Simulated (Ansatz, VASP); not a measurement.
B in VASP and in Ansatz

```xyz
1
Lattice="1.7504 0.0000 0.0000 -0.8752 1.5159 0.0000 0.0000 0.0000 3.4389" Properties=species:S:1:pos:R:3 pbc="T T T"
B     0.0000    0.0000    0.0000
```

Alike in both runs: task single point; functional PBE; dispersion D3(BJ); k mesh 36 × 36 × 14; occupations gaussian, width 0.15 eV; no spin polarisation.

|  | VASP | Ansatz |
| --- | --- | --- |
| version | VASP 6.6.1 | Ansatz 0.2.0 |
| potentials or method | VASP PAW PBE potentials, release 64 (B), cutoff 500 eV | scalar-relativistic, plane waves, PAW |
| valence electrons in the cell | 3 | 3 |

VASP gave:

```
gap on the k mesh at the Fermi level (eV)                     : none
pressure (GPa)                                                : -13.9
traceless stress, the component that is largest in VASP (GPa) : 13.37
```

What did Ansatz give for the same quantities?

gap on the k mesh at the Fermi level (eV): none; pressure (GPa): -13.8; traceless stress, the component that is largest in VASP (GPa): 13.35.

A gap of «none» marks a metal or a gap that the smearing closes.
